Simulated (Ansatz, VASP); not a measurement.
AlN in VASP and in Ansatz

Contents of INCAR:

```
SYSTEM = AlN
ALGO = Normal ; EDIFF = 1E-6
ENCUT = 600 ; GGA = PS
GGA_COMPAT = .False. ; ISIF = 2
ISMEAR = 0 ; LASPH = .True.
LCHARG = .False. ; LREAL = .False.
LWAVE = .False. ; NBANDS = 11
NELM = 120 ; PREC = Accurate
SIGMA = 0.01
```

The input KPOINTS:

```
k-points
0
Gamma
  6 6 6
  0 0 0
```

POSCAR

```
AlN
1.0
    0.0000000000      2.1848764127      2.1848764127
    2.1848764127      0.0000000000      2.1848764127
    2.1848764127      2.1848764127      0.0000000000
Al N
1 1
Direct
    0.0000000000      0.0000000000      0.0000000000
    0.2500000000      0.2500000000      0.2500000000
```

Input for Ansatz:

```yaml
crystal:
  lattice:
    - [0.0, 2.1848764127, 2.1848764127]
    - [2.1848764127, 0.0, 2.1848764127]
    - [2.1848764127, 2.1848764127, 0.0]
  atoms:
    - { symbol: Al, position: [0.0, 0.0, 0.0] }
    - { symbol: "N", position: [0.25, 0.25, 0.25] }
kpoints:
  mp_grid: { grid: [6, 6, 6] }
hamiltonian:
  xc: pbesol
scf:
  occupations: { method: fixed }
output:
  optics:
    e_range: [0.5, 15]
    de: 0.05
    sigma: 0.25
    scissors: 0
    scheme: gaussian
    bands: { spectra_wanted_up_to: 15 }
    kdotp_interpolation: "off"
```

Alike in both runs: task single point; functional PBEsol; k mesh 6 × 6 × 6; no spin polarisation.

```csv
,VASP,Ansatz
version,VASP 6.6.1,Ansatz 0.2.0
potentials or method,"VASP PAW PBE potentials, release 64 (Al, N)","plane waves, PAW"
plane-wave cutoff (eV),600,420
occupations,"gaussian, width 0.01 eV",fixed
valence electrons in the cell,8,8
```

|  | VASP | Ansatz | Ansatz less VASP |
| --- | --- | --- | --- |
| gap on the k mesh at the Fermi level (eV) | 3.18 | 3.19 | +0.009 |

VASP's potentials were made for PBE, not for PBEsol.
